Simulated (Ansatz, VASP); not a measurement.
## Two plane-wave programs on CdTe

POSCAR

```
CdTe
1.0
    0.0000000000      3.2050000000      3.2050000000
    3.2050000000      0.0000000000      3.2050000000
    3.2050000000      3.2050000000      0.0000000000
Cd Te
1 1
Direct
    0.0000000000      0.0000000000      0.0000000000
    0.2500000000      0.2500000000      0.2500000000
```

The input INCAR.step1:

```
PREC     = Accurate       # precision mode
ENCUT    = 600            # plane-wave cutoff, eV
EDIFF    = 1E-5           # SCF threshold, eV
ISMEAR   = 0              # smearing method
SIGMA    = 0.02           # smearing width, eV
LREAL    = F              # projectors in reciprocal space
LASPH    = T              # aspherical terms in the spheres
NELM     = 80             # most SCF steps
ALGO     = Normal         # electronic algorithm
LWAVE    = T              # write WAVECAR
LCHARG   = F              # write CHGCAR
GGA      = PE             # functional
NBANDS   = 16             # bands
```

Contents of INCAR.step2:

```
PREC     = Accurate       # precision mode
ENCUT    = 600            # plane-wave cutoff, eV
EDIFF    = 1E-6           # SCF threshold, eV
ISMEAR   = 0              # smearing method
SIGMA    = 0.02           # smearing width, eV
LREAL    = F              # projectors in reciprocal space
LASPH    = T              # aspherical terms in the spheres
NELM     = 80             # most SCF steps
ALGO     = Normal         # electronic algorithm
ISIF     = 3              # what is computed and relaxed
LWAVE    = F              # write WAVECAR
LCHARG   = F              # write CHGCAR
GGA      = PE             # functional
LHFCALC  = T              # exact exchange
HFSCREEN = 0.2079         # screening, 1/A
PRECFOCK = Normal       
IBRION   = 2              # ionic algorithm
NSW      = 100            # ionic steps
EDIFFG   = -0.005         # ionic threshold
ISTART   = 1
```

The input KPOINTS:

```
regular mesh
0
Gamma
  4 4 4
```

Input for Ansatz:

```yaml
crystal:
  lattice:
    - [0.0, 3.205, 3.205]
    - [3.205, 0.0, 3.205]
    - [3.205, 3.205, 0.0]
  atoms:
    - { symbol: Cd, position: [0.0, 0.0, 0.0] }
    - { symbol: Te, position: [0.25, 0.25, 0.25] }
basis:
  ecutwfc: 420
kpoints:
  mp_grid: { grid: [4, 4, 4] }
hamiltonian:
  xc: hse06
scf:
  occupations: { method: gaussian, width: 0.02 }
output:
  forces: true
  stress: true
  eigenvalues: true
relax:
  adjacent_minimum: "off"
  f_tol: 0.005
  max_steps: 80
  cell: { stress_tol: 0.05 }
```

Alike in both runs: task relaxation of cell and atoms; functional HSE06; k mesh 4 × 4 × 4; occupations gaussian, width 0.02 eV; no spin polarisation.

```csv
,VASP,Ansatz
version,VASP 6.6.1,Ansatz 0.2.0
potentials or method,"VASP PAW PBE potentials, release 64 (Cd, Te), cutoff 600 eV","scalar-relativistic, plane waves, PAW"
valence electrons in the cell,18,36
```

|  | VASP | Ansatz | Ansatz less VASP |
| --- | --- | --- | --- |
| gap on the k mesh at the Fermi level, each at its own relaxed structure (eV) | 1.43 | 1.51 | +0.080 |
| relaxed volume (Å³/atom) | 35.48 | 35.50 | +0.022 |
| relaxed cell length with the largest relative difference (Å) | 4.647 | 4.648 | +0.0009 |

VASP's potentials hold 18 valence electrons a cell and Ansatz's 36, so a difference there can come from the potentials and not from the codes.

The k mesh is coarse, so the values compare programs but aren't converged. Spin-orbit coupling is off throughout.
